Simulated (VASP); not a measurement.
# Pd (Fm-3m) in VASP: a series of runs, part 2 of 3

VASP 6.6.1. The steps go on from the part before.

## 3. Single point, BLYP+D3(BJ)

This run uses another cell than the first one, of 14.16 Å³/atom.

Input file INCAR:

```
SYSTEM = Pd
PREC = Accurate
ENCUT = 630
EDIFF = 1E-6
ISMEAR = -1
SIGMA = 0.05
LREAL = .FALSE.
LASPH = .TRUE.
NELM = 120
ALGO = Normal
ISIF = 2
LWAVE = .FALSE.
LCHARG = .FALSE.
GGA = B5
ALDAX = 1.0
AGGAX = 1.0
AGGAC = 1.0
ALDAC = 0.0
IVDW = 12
VDW_S6 = 1.0
VDW_S8 = 2.6996
VDW_A1 = 0.4298
VDW_A2 = 4.2359
NBANDS = 15
GGA_COMPAT = .FALSE.
```

Input file KPOINTS:

```
Automatic mesh
0
G
  12 12 12
  0 0 0
```

Input file POSCAR:

```
Pd
1.0
    0.0000000000      1.9201927211      1.9201927211
    1.9201927211      0.0000000000      1.9201927211
    1.9201927211      1.9201927211      0.0000000000
Pd
1
Direct
    0.0000000000      0.0000000000      0.0000000000
```

Potentials or basis: VASP PAW PBE potentials, release 64 (Pd_sv_GW).

Run with:

```sh
> cat potpaw_PBE.64/Pd_sv_GW/POTCAR > POTCAR
> mpirun -np 1 vasp_std > vasp.out
```

Run time: 19 s. Hardware: 1 thread of Intel Xeon Platinum 8488C (Sapphire Rapids), shared host; peak memory 0.17 GiB.

The run converged. Its results:

```yaml
Free_energy: -4.4703 eV
Pressure: 9.7 GPa
Band_gap_on_the_k_mesh: zero (bands 9 and 10 overlap by 1.72 eV)
Dispersion_energy_per_atom: -1.598 eV
```

Levels at points of the mesh, in eV from the Fermi level:
| k point | band 5 | band 6 | band 7 | band 8 | band 9 | band 10 | band 11 | band 12 | band 13 | band 14 |
| --- | --- | --- | --- | --- | --- | --- | --- | --- | --- | --- |
| (0.00, 0.00, 0.00) | -7.24 | -3.02 | -3.02 | -3.02 | -1.31 | -1.31 | 17.36 | 22.14 | 22.14 | 22.14 |
| (0.50, 0.00, 0.00) | -5.55 | -3.07 | -3.07 | -0.01 | -0.01 | 1.24 | 7.73 | 16.82 | 21.37 | 21.37 |
| (0.50, 0.50, 0.00) | -5.67 | -5.40 | -0.05 | 0.34 | 0.34 | 3.60 | 11.33 | 13.54 | 13.54 | 22.54 |

Caveat: the cell stands under pressure; the dispersion term is far too large for a dense solid, which distorts pressure and volume; the PAW data sets were made with another functional, which shifts forces and pressure a little.

## 4. Single point, BLYP+D4

This run uses another cell than the first one, of 15.64 Å³/atom.

Input file INCAR:

```
SYSTEM = Pd
AGGAC = 1.0
AGGAX = 1.0
ALDAC = 0.0
ALDAX = 1.0
ALGO = Normal
EDIFF = 1E-6
ENCUT = 630
GGA = B5
GGA_COMPAT = .FALSE.
ISIF = 2
ISMEAR = -1
IVDW = 13
LASPH = .TRUE.
LCHARG = .FALSE.
LREAL = .FALSE.
LWAVE = .FALSE.
NBANDS = 15
NELM = 120
PREC = Accurate
SIGMA = 0.05
VDW_A1 = 0.44488865
VDW_A2 = 4.0933009
VDW_S6 = 1.0
VDW_S8 = 2.34076671
```

Input file KPOINTS:

```
k-points
0
G
  12 12 12
  0 0 0
```

Input file POSCAR:

```
Pd
1.0
    0.0000000000      1.9846763588      1.9846763588
    1.9846763588      0.0000000000      1.9846763588
    1.9846763588      1.9846763588      0.0000000000
Pd
1
Direct
    0.0000000000      0.0000000000      0.0000000000
```

Potentials or basis: VASP PAW PBE potentials, release 64 (Pd_sv_GW).

Run with:

```sh
> cat potpaw_PBE.64/Pd_sv_GW/POTCAR > POTCAR
> mpirun -np 1 vasp_std > vasp.out
```

OUTCAR:

```text
SYSTEM = Pd
   EDIFF = 1E-6
   ENCUT = 630
   GGA = B5
   ISIF = 2
   ISMEAR = -1
   IVDW = 13
   LASPH = .TRUE.
   LREAL = .FALSE.
   NELM = 120
   PREC = Accurate

 ion  position               nearest neighbor table
   1  0.000  0.000  0.000-

  LATTYP: Found a face centered cubic cell.
 ALAT       =     3.9693527176

  Lattice vectors:

 A1 = (   0.0000000000,   1.9846763588,   1.9846763588)
 A2 = (   1.9846763588,   0.0000000000,   1.9846763588)
 A3 = (   1.9846763588,   1.9846763588,   0.0000000000)

Analysis of symmetry for initial positions (statically):
=====================================================================
 Subroutine PRICEL returns:
 Original cell was already a primitive cell.

 Routine SETGRP: Setting up the symmetry group for a
 face centered cubic supercell.

 Subroutine GETGRP returns: Found 48 space group operations
 (whereof 48 operations were pure point group operations)
 out of a pool of 48 trial point group operations.

The static configuration has the point symmetry O_h .

Analysis of symmetry for dynamics (positions and initial velocities):
=====================================================================
 Subroutine PRICEL returns:
 Original cell was already a primitive cell.

 Routine SETGRP: Setting up the symmetry group for a
 face centered cubic supercell.

 Subroutine GETGRP returns: Found 48 space group operations
 (whereof 48 operations were pure point group operations)
 out of a pool of 48 trial point group operations.

The dynamic configuration has the point symmetry O_h .

 Subroutine INISYM returns: Found 48 space group operations
 (whereof 48 operations are pure point group operations),
 and found     1 'primitive' translations

----------------------------------------------------------------------------------------

                                     Primitive cell

  volume of cell :      15.6350

  direct lattice vectors                    reciprocal lattice vectors
     0.000000000  1.984676359  1.984676359    -0.251930244  0.251930244  0.251930244
     1.984676359  0.000000000  1.984676359     0.251930244 -0.251930244  0.251930244
     1.984676359  1.984676359  0.000000000     0.251930244  0.251930244 -0.251930244

  length of vectors
     2.806756224  2.806756224  2.806756224     0.436355983  0.436355983  0.436355983

  position of ions in fractional coordinates (direct lattice)
     0.000000000  0.000000000  0.000000000

  ion indices of the primitive-cell ions
   primitive index   ion index
                 1           1

----------------------------------------------------------------------------------------

 KPOINTS: k-points

Automatic generation of k-mesh.
 Grid dimensions read from file:
 generate k-points for:   12   12   12

 Generating k-lattice:

  Cartesian coordinates                     Fractional coordinates (reciprocal lattice)
    -0.020994187  0.020994187  0.020994187     0.083333333  0.000000000  0.000000000
     0.020994187 -0.020994187  0.020994187     0.000000000  0.083333333  0.000000000
     0.020994187  0.020994187 -0.020994187     0.000000000  0.000000000  0.083333333

  Length of vectors
     0.036362999  0.036362999  0.036362999

  Shift w.r.t. Gamma in fractional coordinates (k-lattice)
     0.000000000  0.000000000  0.000000000

 Subroutine IBZKPT returns following result:
 ===========================================

 Found     72 irreducible k-points:

 Following reciprocal coordinates:
            Coordinates               Weight
  0.000000  0.000000  0.000000      1.000000
  0.083333  0.000000  0.000000      8.000000
  0.166667  0.000000  0.000000      8.000000
  0.250000  0.000000  0.000000      8.000000
  0.333333  0.000000  0.000000      8.000000
  0.416667  0.000000  0.000000      8.000000
[... 16 lines left out ...]
  0.500000  0.166667  0.000000     24.000000
 -0.416667  0.166667  0.000000     24.000000
 [... further k-points ...]
   k-points           NKPTS =     72   k-points in BZ     NKDIM =     72   number of bands    NBANDS=     15
   number of dos      NEDOS =    301   number of ions     NIONS =      1
   total plane-waves  NPLWV =  13824
   dimension x,y,z NGX =    24 NGY =   24 NGZ =   24
   dimension x,y,z NGXF=    48 NGYF=   48 NGZF=   48
   ions per type =               1
   NGX,Y,Z   is equivalent  to a cutoff of  14.22, 14.22, 14.22 a.u.
   NGXF,Y,Z  is equivalent  to a cutoff of  28.43, 28.43, 28.43 a.u.
 SYSTEM =  Pd
   PREC   = accura    normal or accurate (medium, high low for compatibility)
   ISTART =      0    job   : 0-new  1-cont  2-samecut
   ICHARG =      2    charge: 1-file 2-atom 10-const
   ISPIN  =      1    spin polarized calculation?
   LNONCOLLINEAR =      F non collinear calculations
   LSORBIT =      F    spin-orbit coupling
   LASPH  =      T    aspherical Exc in radial PAW
   ENCUT  =  630.0 eV  46.30 Ry    6.80 a.u.   5.74  5.74  5.74*2*pi/ulx,y,z
   NELM   =    120;   NELMIN=  2; NELMDL= -5     # of ELM steps
   EDIFF  = 0.1E-05   stopping-criterion for ELM
   LREAL  =      F    real-space projection
   EDIFFG = 0.1E-04   stopping-criterion for IOM
   NSW    =      0    number of steps for IOM
   IBRION =     -1    ionic relax: 0-MD 1-quasi-New 2-CG
   NFREE  =      0    steps in history (QN), initial steepest desc. (CG)
   ISIF   =      2    stress and relaxation
   ISYM   =      2    0-nonsym 1-usesym 2-fastsym
   POTIM  = 0.5000    time-step for ionic-motion
   TEBEG  =    0.0;   TEEND  =   0.0 temperature during run
   PSTRESS=    0.0 pullay stress
   NELECT =      18.0000    total number of electrons
   NUPDOWN=      -1.0000    fix difference up-down
   EMIN   =  10.00;   EMAX   =-10.00  energy-range for DOS
   EFERMI =   0.00;   METHOD = LEGACY
   ISMEAR =    -1;   SIGMA  =   0.05  broadening in eV -4-tet -1-fermi 0-gaus
   EFERMI_NEDOS =   21; number of points for ismear=-14 and -15
   IALGO  =     38    algorithm
   IMIX   =      4    mixing-type and parameters
     AMIX     =   0.40;   BMIX     =  1.00
     AMIX_MAG =   1.60;   BMIX_MAG =  1.00
  volume/ion in A,a.u.               =      15.64       105.51
  Fermi-wavevector in a.u.,A,eV,Ry     =   1.715797  3.242387 40.055011  2.943960
  Thomas-Fermi vector in A             =   2.793103
   LORBIT       =      0    0 simple, 1 ext, 2 COOP (PROOUT), +10 PAW based schemes
   GGA     = B5    functional components
   LHFCALC =     F    Hartree Fock is set to
   AEXX    =    0.0000 exact exchange contribution
   IVDW    =    13    specifies the selected vdW correction
   LEPSILON=     F    determine dielectric tensor
   LRPA    =     F    only Hartree local field effects (RPA)
 non-spin polarized calculation
  energy-cutoff  :      630.00
  volume of cell :       15.64
 maximum number of plane-waves:       569
   NGX = 11   NGY = 11   NGZ = 11

 number of electron      18.0000005 magnetization

 Free energy of the ion-electron system (eV)
  ---------------------------------------------------
  ext. energy  EPLUGINS =         0.00000000
  ---------------------------------------------------
  free energy    TOTEN  =        -3.02858613 eV

  energy without entropy =       -3.00769979  energy(sigma->0) =       -3.01814296

 E-fermi :   8.0752     XC(G=0): -12.5206

 val. band max:        8.0720260738   @ k =  -0.4167   0.4167   0.1667
 cond. band min:       8.0765633419   @ k =  -0.3333   0.4167   0.0833
 fundamental gap:      0.0045372680
 Fermi energy:         8.0751791619

 k-point     1 :       0.0000    0.0000    0.0000
  band No.  band energies     occupation
      1     -75.5021      2.00000
      2     -41.2230      2.00000
      3     -41.2230      2.00000
      4     -41.2230      2.00000
      5       1.5730      2.00000
      6       5.5018      2.00000
      7       5.5018      2.00000
      8       5.5018      2.00000
      9       6.9540      2.00000
     10       6.9540      2.00000
     11      25.4131      0.00000
     12      29.6348      0.00000
     13      29.6348      0.00000
     14      29.6348      0.00000
     15      35.4698      0.00000
[... 397 lines left out ...]
 k-point    24 :      -0.4167    0.1667    0.0000
  band No.  band energies     occupation
      1     -75.4554      2.00000
      2     -41.5292      2.00000
      3     -41.3328      2.00000
      4     -41.2850      2.00000
      5       3.8522      2.00000
      6       5.1002      2.00000
      7       5.9540      2.00000
      8       6.4276      2.00000
      9       7.8594      1.97363
     10      11.7811      0.00000
     11      15.3264      0.00000
     12      23.6902      0.00000
     13      26.6834      0.00000
     14      27.3359      0.00000
     15      35.2251      0.00000

 [... further k-points ...]

------------------------ aborting loop because EDIFF is reached ----------------------------------------

  DFT-D4 for vdW energy calculation

  Edisp (eV):   -0.89368

  FORCE on cell =-STRESS in cart. coord.  units (eV):
  Direction    XX          YY          ZZ          XY          YZ          ZX
  --------------------------------------------------------------------------------------
  -------------------------------------------------------------------------------------
  Total      -0.23778    -0.23778    -0.23778     0.00000    -0.00000     0.00000
  in kB     -24.36602   -24.36602   -24.36602     0.00000    -0.00000     0.00000
  external pressure =      -24.37 kB  Pullay stress =        0.00 kB

 VOLUME and BASIS-vectors are now :
 -----------------------------------------------------------------------------
  energy-cutoff  :      630.00
  volume of cell :       15.64
      direct lattice vectors                 reciprocal lattice vectors
     0.000000000  1.984676359  1.984676359    -0.251930244  0.251930244  0.251930244
     1.984676359  0.000000000  1.984676359     0.251930244 -0.251930244  0.251930244
     1.984676359  1.984676359  0.000000000     0.251930244  0.251930244 -0.251930244

 POSITION                                       TOTAL-FORCE (eV/Angst)
 -----------------------------------------------------------------------------------
      0.00000      0.00000      0.00000         0.000000     -0.000000      0.000000
 -----------------------------------------------------------------------------------
    total drift:                               -0.000000      0.000000     -0.000000

  FREE ENERGIE OF THE ION-ELECTRON SYSTEM (eV)
  ---------------------------------------------------
  free  energy   TOTEN  =        -3.9222701302 eV

  energy  without entropy=       -3.9013837819  energy(sigma->0) =       -3.91182696
```

stdout:

```text
POSCAR found type information on POSCAR Pd
 POSCAR found :  1 types and       1 ions
 scaLAPACK will be used
 -----------------------------------------------------------------------------
|                                                                             |
|                                                                             |
|     You enforced a specific xc type in the INCAR file but a different       |
|     I HOPE YOU KNOW WHAT YOU ARE DOING!                                     |
|                                                                             |
 -----------------------------------------------------------------------------

 LDA part: xc-table for (Slater(with rela. corr.)+VWN5), standard interpolation
 POSCAR, INCAR and KPOINTS ok, starting setup
 FFT: planning ... GRIDC
 FFT: planning ... GRID_SOFT
 FFT: planning ... GRID
 WAVECAR not read
 entering main loop
```

Wall time 19 s (1 thread of Intel Xeon Platinum 8488C (Sapphire Rapids), shared host); peak memory 0.16 GiB.

Results:

```
Free energy                : -3.9223 eV
Pressure                   : -2.4 GPa
Band gap on the k mesh     : zero (bands 9 and 10 overlap by 1.45 eV)
Dispersion energy per atom : -0.894 eV
```

Caveat: the PAW data sets were made with another functional, which shifts forces and pressure a little.

(Part 2 of 3 ends here.)
